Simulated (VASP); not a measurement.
Input of a VASP 6.6.1 run:

Contents of INCAR:

```
SYSTEM = Zn
ALGO     = Normal         ! electronic algorithm
EDIFF    = 1E-7           ! SCF threshold, eV
ENCUT    = 520            ! plane-wave cutoff, eV
GGA      = CA             ! functional
ISIF     = 2              ! what is computed and relaxed
ISMEAR   = -1             ! smearing method
LASPH    = .TRUE.         ! aspherical terms in the spheres
LCHARG   = .TRUE.         ! write CHGCAR
LELF     = .TRUE.         ! ELF
LREAL    = .FALSE.        ! projectors in reciprocal space
LVHAR    = .TRUE.       
LWAVE    = .FALSE.        ! write WAVECAR
NBANDS   = 19             ! bands
NELM     = 60             ! most SCF steps
PREC     = Accurate       ! precision mode
SIGMA    = 0.05           ! smearing width, eV
```

Contents of KPOINTS:

```
k-points
0
G
  7 7 4
  0 0 0
```

POSCAR

```
Zn
1.0
    2.3845065370      0.0000000000      0.0000000000
   -1.1922532685      2.0650432365      0.0000000000
    0.0000000000      0.0000000000      4.1164547203
Zn
2
Direct
    0.3333333333      0.6666666667      0.2500000000
    0.6666666667      0.3333333333      0.7500000000
```

Potentials or basis: VASP PAW LDA potentials, release 64 (Zn).

Launch:

```bash
$ cat potpaw_LDA.64/Zn/POTCAR > POTCAR
$ mpirun -np 1 vasp_std > vasp.out
```

(1) Estimate the band gap on the k mesh.

(2) Predict the pressure.

Answers

(1) zero (band 12 reaches 7.83 eV, above the bottom of band 13 at 5.07 eV).

(2) 62.2 GPa.

Caveat: the k points lie up to 0.43 Å⁻¹ apart.
